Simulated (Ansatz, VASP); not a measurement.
## Two plane-wave programs on Ge

Contents of INCAR:

```
SYSTEM = Ge
ALGO     = Normal         ! electronic algorithm
DIPOL    = 0.5 0.5 0.389
EDIFF    = 1E-6           ! SCF threshold, eV
ENCUT    = 520            ! plane-wave cutoff, eV
GGA      = PE             ! functional
IDIPOL   = 3            
ISIF     = 2              ! what is computed and relaxed
ISMEAR   = 0              ! smearing method
IVDW     = 12             ! dispersion correction
LASPH    = .True.         ! aspherical terms in the spheres
LCHARG   = .False.        ! write CHGCAR
LDIPOL   = .True.       
LREAL    = .False.        ! projectors in reciprocal space
LWAVE    = .False.        ! write WAVECAR
NBANDS   = 36             ! bands
NELM     = 60             ! most SCF steps
PREC     = Accurate       ! precision mode
SIGMA    = 0.1            ! smearing width, eV
```

The input KPOINTS:

```
k-points
0
Gamma
  9 9 1
  0 0 0
```

File POSCAR:

```
Ge
1.0
    4.0226895460      0.0000000000      0.0000000000
   -2.0113447730      3.4837513384      0.0000000000
    0.0000000000      0.0000000000     18.8685220369
Ge
4
Direct
    0.3333333333      0.6666666667      0.2747571330
    0.6666666667      0.3333333333      0.2384924474
    0.0000000000      1.0000000000      0.5389146016
    0.3333333333      0.6666666667      0.5026499161
```

Input for Ansatz:

```yaml
crystal:
  lattice:
    - [4.022689546, 0.0, 0.0]
    - [-2.011344773, 3.4837513384, 0.0]
    - [0.0, 0.0, 18.8685220369]
  atoms:
    - { symbol: Ge, position: [0.3333333333, 0.6666666667, 0.274757133] }
    - { symbol: Ge, position: [0.6666666667, 0.3333333333, 0.2384924474] }
    - { symbol: Ge, position: [0.0, 1.0, 0.5389146016] }
    - { symbol: Ge, position: [0.3333333333, 0.6666666667, 0.5026499161] }
basis:
  ecutwfc: 420
kpoints:
  mp_grid: { grid: [9, 9, 1] }
hamiltonian:
  xc: pbe
  pseudopotentials: { kind: paw, azcp: { folder: soft_1 } }
  dispersion: d3bj
scf:
  occupations: { method: gaussian, width: 0.1 }
output:
  forces: true
  eigenvalues: true
efield:
  axis: 3
  dipole_correction: true
  ramp_width: 0.04
```

Alike in both runs: task single point; functional PBE; dispersion D3(BJ); k mesh 9 × 9 × 1; occupations gaussian, width 0.1 eV; no spin polarisation.

```csv
,VASP,Ansatz
version,VASP 6.6.1,Ansatz 0.2.0
potentials or method,"VASP PAW PBE potentials, release 64 (Ge_d), cutoff 520 eV","scalar-relativistic, plane waves, PAW"
valence electrons in the cell,56,56
```

```csv
,VASP,Ansatz,Ansatz less VASP
gap on the k mesh at the Fermi level (eV),none,none,-
rms of the force components (eV/Å),0.065,0.064,-0.0003
```

Atom by atom the forces differ by 0.001 eV/Å (rms over components). A gap of «none» marks a metal or a gap that the smearing closes.
